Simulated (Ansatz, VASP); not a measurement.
# One calculation of InP, two programs

File INCAR:

```
PREC = Accurate
ENCUT = 520
EDIFF = 1E-6
ISMEAR = 0
SIGMA = 0.15
LREAL = False
LASPH = True
NELM = 60
ALGO = Normal
ISIF = 2
LWAVE = False
LCHARG = False
GGA = PE
NBANDS = 16
```

File KPOINTS:

```
Automatic mesh
0
Gamma
  20 20 20
```

File POSCAR:

```
InP
1.0
    0.0000000000      2.9192782297      2.6939099503
    2.9192782297      0.0000000000      2.6939099503
    2.9192782297      2.9192782297      0.0000000000
In P
1 1
Direct
    0.0000000000      0.0000000000      0.0000000000
    0.5000000000      0.5000000000      0.5000000000
```

Input for Ansatz:

```yaml
crystal:
  lattice:
    - [0.0, 2.9192782297, 2.6939099503]
    - [2.9192782297, 0.0, 2.6939099503]
    - [2.9192782297, 2.9192782297, 0.0]
  atoms:
    - { symbol: In, position: [0.0, 0.0, 0.0] }
    - { symbol: P, position: [0.5, 0.5, 0.5] }
basis:
  ecutwfc: 420
kpoints:
  mp_grid: { grid: [20, 20, 20] }
hamiltonian:
  xc: pbe
scf:
  occupations: { method: gaussian, width: 0.15 }
output:
  forces: true
  stress: true
  eigenvalues: true
```

Alike in both runs: task single point; functional PBE; k mesh 20 × 20 × 20; occupations gaussian, width 0.15 eV; no spin polarisation.

|  | VASP | Ansatz |
| --- | --- | --- |
| version | VASP 6.6.1 | Ansatz 0.2.0 |
| potentials or method | VASP PAW PBE potentials, release 64 (In_d, P), cutoff 520 eV | scalar-relativistic, plane waves, PAW |
| valence electrons in the cell | 18 | 18 |

|  | VASP | Ansatz | Ansatz less VASP |
| --- | --- | --- | --- |
| gap on the k mesh at the Fermi level (eV) | none | none | - |
| pressure (GPa) | -3.9 | -3.9 | +0.04 |
| traceless stress, the component that is largest in VASP (GPa) | 4.58 | 4.60 | +0.021 |

A gap of «none» marks a metal or a gap that the smearing closes.
